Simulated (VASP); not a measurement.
Mo3W2, 5 atoms in the cell. It takes space group Fmmm (No. 69, orthorhombic). Conventional cell: a = 3.170 Å, b = 4.487 Å, c = 22.411 Å, α = 90.00°, β = 90.00°, γ = 90.00°. Mo (site symmetry mm2) has 10 Mo at 2.74 to 3.17 Å and 4 W at 2.75 to 3.17 Å within 3.6 Å. Within 3.6 Å of Mo (site symmetry mmm) lie 14 Mo at 2.74 to 3.17 Å. Within 3.6 Å of W (site symmetry mm2) lie 10 W at 2.75 to 3.18 Å and 4 Mo at 2.75 to 3.17 Å. 

```yaml
Program: VASP 6.6.1
Task: single point
Functional: PBE
Potentials_or_basis: VASP PAW PBE potentials, release 64 (Mo_sv, W_sv)
Cutoff: 520 eV
k_mesh: 6 × 6 × 6
Occupations: gaussian, width 0.1 eV
Spin: collinear spin, ferromagnetic start
Starting_moments: "[1.0, 1.0, 1.0, 0.0, 0.0] μB"
Dipole_correction: no
Further_INCAR_settings: ALGO = Normal; EDIFF = 1e-06; NBANDS = 47
```

Potentials or basis: VASP PAW PBE potentials, release 64 (Mo_sv, W_sv).

Run with:

```console
$ cat potpaw_PBE.64/Mo_sv/POTCAR potpaw_PBE.64/W_sv/POTCAR > POTCAR
$ mpirun -np 1 vasp_std > vasp.out
```

Hardware: 1 × NVIDIA H100 80GB with 1 thread of AMD EPYC 7R13 Processor (Zen 3) (shared host).

How long does it take, and how much memory?

Run time: 91 s on 1 × NVIDIA H100 80GB with 1 thread of AMD EPYC 7R13 Processor (Zen 3) (shared host), peak memory 1.6 GiB. Counts: scf iterations 15, k points 46.
